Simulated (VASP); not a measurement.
Here is a VASP 6.6.1 calculation.

File INCAR:

```
PREC = Accurate ; ENCUT = 520
EDIFF = 1E-6 ; ISMEAR = 0
SIGMA = 0.2 ; LREAL = F
LASPH = T ; NELM = 80
ALGO = Fast ; ISIF = 2
LWAVE = F ; LCHARG = F
GGA = PE ; NBANDS = 28
```

The input KPOINTS:

```
regular mesh
0
Gamma
  6 6 6
```

Contents of POSCAR:

```
MgRe
1.0
    0.0000000000      3.1476433915      3.1476433915
    3.1476433915      3.1476433915      0.0000000000
   -3.1476433915      6.2952867830     -3.1476433915
Mg Re
4 4
Direct
    0.3750000000      0.3750000000      0.8750000000
    0.8750000000      0.8750000000      0.3750000000
    0.5000000000      0.5000000000      0.5000000000
    0.0000000000      0.0000000000      1.0000000000
    0.7500000000      0.7500000000      0.7500000000
    0.2500000000      0.2500000000      0.2500000000
    0.1250000000      0.1250000000      0.6250000000
    0.6250000000      0.6250000000      0.1250000000
```

Potentials or basis: VASP PAW PBE potentials, release 64 (Mg, Re).

Run with:

```console
$ cat potpaw_PBE.64/Mg/POTCAR potpaw_PBE.64/Re/POTCAR > POTCAR
$ mpirun -np 1 vasp_std > vasp.out
```

(1) Estimate the pressure.

(2) What does it give for the band gap on the k mesh?

## Answers

(1) -0.5 GPa.

(2) zero (bands 18 and 19 overlap by 0.51 eV).

Caveat: spin-orbit coupling is left out, which moves the levels of the heavy elements.
